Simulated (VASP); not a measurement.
# Pb23O48 (a cell with a defect) in VASP: single point with PBEsol

Aim: the single point of Pb23O48 (a cell with a defect) with PBEsol.

Program: VASP 6.6.1. These are calculated values, not measurements. Logs are shortened: lines on timing, memory, paths and dates and some standing lists are left out, and cuts for length are marked.

## 1. The cell of the first run

The cell holds a defect, 71 atoms: a = 9.994 Å, b = 9.994 Å, c = 10.229 Å, α = 90.00°, β = 90.00°, γ = 90.00°.

## 2. Single point, PBEsol

The input, INCAR:

```
SYSTEM = Pb23O48
ALGO = Normal
EDIFF = 1E-6
ENCUT = 520
GGA = PS
GGA_COMPAT = .FALSE.
ISIF = 2
ISMEAR = -1
ISYM = -1
LASPH = .TRUE.
LCHARG = .FALSE.
LREAL = Auto
LWAVE = .FALSE.
NBANDS = 346
NELECT = 614.0
NELM = 120
PREC = Accurate
SIGMA = 0.05
```

The input, KPOINTS:

```
explicit points
1
Reciprocal
  0.25000000   0.25000000   0.25000000 1
```

The input, POSCAR:

```
Pb23O48
1.0
    9.9944540000      0.0000000000      0.0000000000
    0.0000000000      9.9944540000      0.0000000000
    0.0000000000      0.0000000000     10.2294090000
Pb O
23 48
Direct
    0.9999460000      0.9996880000      0.0010770000
    0.9996200000      0.9994960000      0.3333680000
    0.9995280000      0.9993630000      0.6657120000
    0.9999430000      0.4995390000      0.9995940000
    0.9996580000      0.4994130000      0.3333720000
    0.9996160000      0.4994440000      0.6671700000
    0.4998590000      0.9995040000      0.9996350000
    0.4995860000      0.9995260000      0.3334070000
    0.4996570000      0.9994190000      0.6671730000
    0.5002870000      0.4999510000      0.0074990000
    0.4991730000      0.4991350000      0.6593560000
    0.2537480000      0.2534950000      0.1699710000
    0.2528950000      0.2527510000      0.4976610000
    0.2489270000      0.2486180000      0.8338290000
    0.2537880000      0.7458390000      0.1659460000
    0.2532150000      0.7453890000      0.5008030000
    0.2517820000      0.7477030000      0.8334030000
    0.7459430000      0.2535050000      0.1659970000
    0.7455320000      0.2530270000      0.5008460000
    0.7478470000      0.2515490000      0.8334240000
    0.7464680000      0.7461430000      0.1691750000
    0.7456150000      0.7454650000      0.4968550000
    0.7507030000      0.7504000000      0.8330030000
    0.1543310000      0.1539520000      0.0028960000
    0.1500400000      0.1492140000      0.3334100000
    0.1541990000      0.1534090000      0.6649340000
    0.1464690000      0.6578600000      0.9970440000
    0.1446290000      0.6601160000      0.3331960000
    0.1450340000      0.6588150000      0.6698430000
    0.6584010000      0.1457840000      0.9970410000
    0.6606660000      0.1440900000      0.3332990000
    0.6599210000      0.1439240000      0.6698880000
    0.6557550000      0.6548780000      0.9980660000
    0.6576090000      0.6566450000      0.3325820000
    0.6551460000      0.6543160000      0.6680980000
    0.3443580000      0.3446660000      0.9987340000
    0.3418140000      0.3421510000      0.3342500000
    0.3437650000      0.3440770000      0.6687760000
    0.3395480000      0.8550750000      0.9970880000
    0.3389320000      0.8545560000      0.3335270000
    0.3407850000      0.8534240000      0.6695910000
    0.8544580000      0.3401380000      0.9971100000
    0.8545430000      0.3389230000      0.3335120000
    0.8530430000      0.3411550000      0.6696010000
    0.8452470000      0.8456540000      0.0018850000
    0.8493850000      0.8496080000      0.3333730000
    0.8450850000      0.8451490000      0.6639020000
    0.0973490000      0.4060590000      0.1658430000
    0.0967450000      0.4057330000      0.5011200000
    0.0989360000      0.4056660000      0.8333500000
    0.0975950000      0.9010600000      0.1649740000
    0.0978000000      0.9012970000      0.5018150000
    0.0951320000      0.9035690000      0.8333780000
    0.5992910000      0.3997650000      0.1607260000
    0.5985670000      0.3989400000      0.5063420000
    0.5945330000      0.4041330000      0.8333810000
    0.5931880000      0.9021220000      0.1657050000
    0.5926740000      0.9015590000      0.5009220000
    0.5926760000      0.8994090000      0.8334050000
    0.4066590000      0.0974230000      0.1658490000
    0.4064690000      0.0971300000      0.5011590000
    0.4064890000      0.0991580000      0.8333880000
    0.4006900000      0.5998330000      0.1605870000
    0.3998420000      0.5991010000      0.5061620000
    0.4047460000      0.5948220000      0.8334360000
    0.9015220000      0.0977230000      0.1649220000
    0.9019520000      0.0980840000      0.5017960000
    0.9043310000      0.0955040000      0.8334390000
    0.9027540000      0.5932360000      0.1655830000
    0.9023400000      0.5931080000      0.5009450000
    0.9003570000      0.5930220000      0.8334500000
```

Potentials or basis: VASP PAW PBE potentials, release 64 (Pb_d, O).

Command:

```bash
$ cat potpaw_PBE.64/Pb_d/POTCAR potpaw_PBE.64/O/POTCAR > POTCAR
$ mpirun -np 1 vasp_std > vasp.out
```

OUTCAR:

```text
SYSTEM = Pb23O48
   EDIFF = 1E-6
   ENCUT = 520
   GGA = PS
   ISIF = 2
   ISMEAR = -1
   ISYM = -1
   LASPH = .TRUE.
   LREAL = Auto
   NELECT = 614.0
   NELM = 120
   PREC = Accurate

 ion  position               nearest neighbor table
   1  1.000  1.000  0.001-  51 2.18  66 2.18  24 2.18  45 2.18  53 2.18  68 2.18   2 3.40   3 3.43
                            14 3.91  23 3.92  17 3.95  20 3.95  15 3.96  18 3.97  21 3.97  12 3.98
   2  1.000  0.999  0.333-  46 2.12  25 2.12  67 2.21  51 2.21  66 2.21  52 2.21   1 3.40   3 3.40
                            21 3.95  13 3.95  22 3.96  12 3.96  18 3.98  19 3.98  16 3.98  15 3.98
   3  1.000  0.999  0.666-  67 2.18  52 2.18  47 2.18  26 2.18  53 2.18  68 2.18   2 3.40   1 3.43
                            23 3.91  14 3.92  20 3.95  17 3.95  19 3.96  16 3.96  13 3.97  22 3.98
   4  1.000  0.500  1.000-  27 2.16  42 2.16  69 2.17  48 2.17  50 2.18  71 2.18   6 3.40   5 3.41
                            14 3.92  17 3.92  20 3.92  18 3.92  15 3.92  23 3.92  21 3.94  12 3.94
   5  1.000  0.499  0.333-  43 2.16  28 2.16  48 2.18  70 2.18  49 2.18  69 2.18   4 3.41   6 3.41
                            12 3.91  22 3.91  21 3.91  13 3.91  16 3.92  18 3.92  19 3.93  15 3.93
   6  1.000  0.499  0.667-  44 2.16  29 2.16  49 2.17  70 2.17  71 2.18  50 2.18   4 3.40   5 3.41
                            23 3.92  20 3.92  16 3.92  14 3.92  17 3.92  19 3.93  13 3.94  22 3.94
   7  0.500  1.000  1.000-  30 2.16  39 2.16  57 2.17  60 2.17  59 2.18  62 2.18   9 3.40   8 3.41
                            14 3.92  15 3.92  17 3.92  20 3.92  23 3.92  18 3.92  21 3.94  12 3.94
   8  0.500  1.000  0.333-  40 2.16  31 2.16  60 2.18  58 2.18  61 2.18  57 2.18   9 3.41   7 3.41
                            12 3.91  22 3.91  13 3.91  21 3.91  19 3.92  15 3.92  18 3.93  16 3.93
   9  0.500  0.999  0.667-  41 2.16  32 2.16  61 2.17  58 2.17  62 2.18  59 2.18   7 3.40   8 3.41
                            17 3.92  19 3.92  23 3.92  14 3.92  20 3.92  16 3.93  13 3.94  22 3.94
  10  0.500  0.500  0.007-  54 2.11  63 2.11  33 2.20  36 2.20  56 2.23  65 2.23  11 3.56  18 3.84
                            15 3.84  21 3.85  12 3.86  20 3.93  17 3.93  23 3.96  14 3.97
  11  0.499  0.499  0.659-  64 2.11  55 2.11  38 2.20  35 2.20  65 2.23  56 2.23  10 3.56  16 3.84
                            19 3.84  13 3.85  22 3.86  17 3.93  20 3.93  14 3.96  23 3.97
[... 55 lines left out ...]
  55  0.599  0.399  0.506-  19 2.07  11 2.11
  56  0.595  0.404  0.833-  20 2.16  10 2.23  11 2.23
  57  0.593  0.902  0.166-   7 2.17   8 2.18  21 2.19
  58  0.593  0.902  0.501-   9 2.17   8 2.18  22 2.18
  59  0.593  0.899  0.833-  23 2.17   7 2.18   9 2.18
  60  0.407  0.097  0.166-   7 2.17   8 2.18  12 2.18
  61  0.406  0.097  0.501-   9 2.17   8 2.18  13 2.19
  62  0.406  0.099  0.833-  14 2.17   9 2.18   7 2.18
  63  0.401  0.600  0.161-  15 2.07  10 2.11
  64  0.400  0.599  0.506-  16 2.07  11 2.11
  65  0.405  0.595  0.833-  17 2.16  11 2.23  10 2.23
  66  0.902  0.098  0.165-   1 2.18  18 2.20   2 2.21
  67  0.902  0.098  0.502-   3 2.18  19 2.20   2 2.21
  68  0.904  0.096  0.833-   1 2.18   3 2.18  20 2.21
  69  0.903  0.593  0.166-   4 2.17   5 2.18  21 2.19
  70  0.902  0.593  0.501-   6 2.17   5 2.18  22 2.18
  71  0.900  0.593  0.833-  23 2.17   4 2.18   6 2.18

IMPORTANT INFORMATION: All symmetrisations will be switched off!
NOSYMM: (Re-)initialisation of all symmetry stuff for point group C_1.

----------------------------------------------------------------------------------------

                                     Primitive cell

  volume of cell :    1021.8066

  direct lattice vectors                    reciprocal lattice vectors
     9.994454000  0.000000000  0.000000000     0.100055491  0.000000000  0.000000000
     0.000000000  9.994454000  0.000000000     0.000000000  0.100055491  0.000000000
     0.000000000  0.000000000 10.229409000     0.000000000  0.000000000  0.097757358

  length of vectors
     9.994454000  9.994454000 10.229409000     0.100055491  0.100055491  0.097757358

  position of ions in fractional coordinates (direct lattice)
     0.999946000  0.999688000  0.001077000
     0.999620000  0.999496000  0.333368000
     0.999528000  0.999363000  0.665712000
     0.999943000  0.499539000  0.999594000
     0.999658000  0.499413000  0.333372000
     0.999616000  0.499444000  0.667170000
[... 63 lines left out ...]
     0.902340000  0.593108000  0.500945000
     0.900357000  0.593022000  0.833450000

  ion indices of the primitive-cell ions
   primitive index   ion index
                 1           1
                 2           2
                 3           3
                 4           4
                 5           5
                 6           6
[... 63 lines left out ...]
                70          70
                71          71

----------------------------------------------------------------------------------------

 KPOINTS: explicit points

Read explicit list of k-points.

 Found      1 k-points:

 Following reciprocal coordinates:
            Coordinates               Weight
  0.250000  0.250000  0.250000      1.000000
   k-points           NKPTS =      1   k-points in BZ     NKDIM =      1   number of bands    NBANDS=    346
   number of dos      NEDOS =    301   number of ions     NIONS =     71
   total plane-waves  NPLWV = 512000
   dimension x,y,z NGX =    80 NGY =   80 NGZ =   80
   dimension x,y,z NGXF=   160 NGYF=  160 NGZF=  160
   ions per type =              23  48
   NGX,Y,Z   is equivalent  to a cutoff of  13.31, 13.31, 13.00 a.u.
   NGXF,Y,Z  is equivalent  to a cutoff of  26.61, 26.61, 26.00 a.u.
 SYSTEM =  Pb23O48
   PREC   = accura    normal or accurate (medium, high low for compatibility)
   ISTART =      0    job   : 0-new  1-cont  2-samecut
   ICHARG =      2    charge: 1-file 2-atom 10-const
   ISPIN  =      1    spin polarized calculation?
   LNONCOLLINEAR =      F non collinear calculations
   LSORBIT =      F    spin-orbit coupling
   LASPH  =      T    aspherical Exc in radial PAW
   ENCUT  =  520.0 eV  38.22 Ry    6.18 a.u.  18.58 18.58 19.02*2*pi/ulx,y,z
   NELM   =    120;   NELMIN=  2; NELMDL= -5     # of ELM steps
   EDIFF  = 0.1E-05   stopping-criterion for ELM
   LREAL  =      T    real-space projection
   EDIFFG = 0.1E-04   stopping-criterion for IOM
   NSW    =      0    number of steps for IOM
   IBRION =     -1    ionic relax: 0-MD 1-quasi-New 2-CG
   NFREE  =      0    steps in history (QN), initial steepest desc. (CG)
   ISIF   =      2    stress and relaxation
   ISYM   =     -1    0-nonsym 1-usesym 2-fastsym
   POTIM  = 0.5000    time-step for ionic-motion
   TEBEG  =    0.0;   TEEND  =   0.0 temperature during run
   PSTRESS=    0.0 pullay stress
   NELECT =     614.0000    total number of electrons
   NUPDOWN=      -1.0000    fix difference up-down
   EMIN   =  10.00;   EMAX   =-10.00  energy-range for DOS
   EFERMI =   0.00;   METHOD = LEGACY
   ISMEAR =    -1;   SIGMA  =   0.05  broadening in eV -4-tet -1-fermi 0-gaus
   EFERMI_NEDOS =   21; number of points for ismear=-14 and -15
   IALGO  =     38    algorithm
   IMIX   =      4    mixing-type and parameters
     AMIX     =   0.40;   BMIX     =  1.00
     AMIX_MAG =   1.60;   BMIX_MAG =  1.00
  volume/ion in A,a.u.               =      14.39        97.12
  Fermi-wavevector in a.u.,A,eV,Ry     =   1.381470  2.610599 25.966158  1.908459
  Thomas-Fermi vector in A             =   2.506251
   LORBIT       =      0    0 simple, 1 ext, 2 COOP (PROOUT), +10 PAW based schemes
   GGA     = PS    functional components
   LHFCALC =     F    Hartree Fock is set to
   AEXX    =    0.0000 exact exchange contribution
   IVDW    =     0    specifies the selected vdW correction
   LEPSILON=     F    determine dielectric tensor
   LRPA    =     F    only Hartree local field effects (RPA)
 non-spin polarized calculation
  energy-cutoff  :      520.00
  volume of cell :     1021.81
 maximum number of plane-waves:     27505
 NGX is ok and might be reduce to    80
   NGX = 37   NGY = 37   NGZ = 39

 number of electron     613.9999985 magnetization

 Free energy of the ion-electron system (eV)
  ---------------------------------------------------
  ext. energy  EPLUGINS =         0.00000000
  ---------------------------------------------------
  free energy    TOTEN  =      -379.48636222 eV

  energy without entropy =     -379.46331489  energy(sigma->0) =     -379.47483856

 E-fermi :   4.1580     XC(G=0): -10.7813

 val. band max:        3.9528754634   @ k =   0.2500   0.2500   0.2500
 cond. band min:       4.3476702370   @ k =   0.2500   0.2500   0.2500
 fundamental gap:      0.3947947736
 Fermi energy:         4.1579777961

 k-point     1 :       0.2500    0.2500    0.2500
  band No.  band energies     occupation
      1     -14.5246      2.00000
      2     -14.3748      2.00000
      3     -14.3044      2.00000
      4     -14.2730      2.00000
      5     -14.2555      2.00000
      6     -14.2241      2.00000
[... 311 lines left out ...]
    318       6.8726      0.00000
    319       6.9619      0.00000
 [bands above 319 left out]

------------------------ aborting loop because EDIFF is reached ----------------------------------------

  FORCE on cell =-STRESS in cart. coord.  units (eV):
  Direction    XX          YY          ZZ          XY          YZ          ZX
  --------------------------------------------------------------------------------------
  -------------------------------------------------------------------------------------
  Total       46.9243926     46.8735712     46.4491553      2.3067299     -0.8025698     -0.8203424
  in kB       73.5767418     73.4970546     72.8315769      3.6169178     -1.2584173     -1.2862846
  external PRESSURE =      73.3017911 kB  Pullay stress =       0.0000000 kB

 VOLUME and BASIS-vectors are now :
 -----------------------------------------------------------------------------
  energy-cutoff  :      520.00
  volume of cell :     1021.81
      direct lattice vectors                 reciprocal lattice vectors
     9.994454000  0.000000000  0.000000000     0.100055491  0.000000000  0.000000000
     0.000000000  9.994454000  0.000000000     0.000000000  0.100055491  0.000000000
     0.000000000  0.000000000 10.229409000     0.000000000  0.000000000  0.097757358

 POSITION                                       TOTAL-FORCE (eV/Angst)
 -----------------------------------------------------------------------------------
      9.99391      9.99134      0.01102        -0.001744      0.000145     -0.009122
      9.99066      9.98942      3.41016         0.000469     -0.001398      0.000124
      9.98974      9.98809      6.80984        -0.000240      0.000612      0.008280
      9.99388      4.99262     10.22526        -0.002066     -0.000766      0.001402
      9.99104      4.99136      3.41020        -0.001462      0.003751      0.002097
      9.99062      4.99167      6.82475         0.002623     -0.001011      0.002789
[... 63 lines left out ...]
      9.01840      5.92779      5.12437        -0.010087      0.009610      0.000013
      8.99858      5.92693      8.52570        -0.012343      0.008204      0.002343
 -----------------------------------------------------------------------------------
    total drift:                               -0.019434     -0.006153     -0.006114

  FREE ENERGIE OF THE ION-ELECTRON SYSTEM (eV)
  ---------------------------------------------------
  free  energy   TOTEN  =      -379.4863622246 eV

  energy  without entropy=     -379.4633148881  energy(sigma->0) =     -379.47483856
```

It took 11 min on 1 thread of AMD EPYC 9R45 (Zen 5), shared host; peak memory 1 GiB.

What came out:

```
Free energy   : -379.4864 eV
Largest force : 0.071 eV/Å
```

Forces in eV/Å, atoms in the order of the input:
```
Pb  -0.002  0.000 -0.009
Pb   0.000 -0.001  0.000
Pb   0.000  0.001  0.008
Pb  -0.002 -0.001  0.001
Pb  -0.001  0.004  0.002
Pb   0.003 -0.001  0.003
Pb   0.002  0.006 -0.001
Pb   0.002 -0.003  0.000
Pb  -0.003  0.001  0.006
Pb  -0.012 -0.003 -0.033
Pb  -0.003 -0.005  0.025
Pb  -0.005 -0.004 -0.023
Pb  -0.007 -0.011  0.020
Pb  -0.009 -0.006  0.000
Pb  -0.033  0.029  0.013
Pb  -0.026  0.026 -0.009
Pb  -0.017  0.013 -0.003
Pb   0.034 -0.031  0.004
Pb   0.029 -0.024 -0.009
Pb   0.013 -0.018  0.001
Pb   0.007  0.014 -0.018
Pb   0.012  0.006  0.010
Pb   0.008  0.007  0.000
O   -0.001 -0.003  0.007
O   -0.004  0.000  0.000
O   -0.004 -0.003 -0.011
O   -0.004 -0.006  0.008
O    0.001  0.002  0.000
O   -0.002 -0.003 -0.008
O   -0.004 -0.002  0.007
O   -0.001 -0.005 -0.001
O   -0.009 -0.001 -0.009
O   -0.016 -0.015 -0.002
O   -0.050 -0.046  0.002
O   -0.015 -0.015  0.004
O    0.017  0.015 -0.001
O    0.051  0.049  0.002
O    0.015  0.013 -0.001
O    0.009 -0.003  0.011
O   -0.001  0.008  0.002
O    0.008  0.000 -0.005
O   -0.001  0.004  0.012
O    0.002 -0.001  0.005
O   -0.001  0.006 -0.004
O    0.002 -0.002  0.011
O    0.004  0.004  0.004
O   -0.001  0.001 -0.006
O    0.002 -0.010  0.000
O    0.004 -0.011  0.001
O    0.011  0.000  0.001
O    0.013 -0.015  0.002
O    0.014 -0.014 -0.015
O    0.010 -0.008  0.002
O   -0.013  0.015  0.026
O   -0.017  0.018 -0.025
O    0.000  0.007  0.001
O    0.009 -0.010 -0.003
O    0.013 -0.010  0.003
O    0.007 -0.011  0.002
O   -0.011  0.004 -0.005
O   -0.009  0.002  0.000
O   -0.001  0.014  0.004
O    0.019 -0.014  0.023
O    0.022 -0.019 -0.020
O    0.010 -0.004  0.000
O   -0.012  0.015  0.005
O   -0.015  0.014 -0.012
O   -0.008  0.009 -0.002
O   -0.006  0.014 -0.001
O   -0.010  0.010  0.000
O   -0.012  0.008  0.002
```

Caveat: the cell carries a net charge on a neutralising background, which shifts energy and pressure; the cell is charged against a uniform background, so pressure and absolute levels hang on convention; the PAW data sets were made with another functional, which shifts forces and pressure a little; spin-orbit coupling is left out, which moves the levels of the heavy elements.
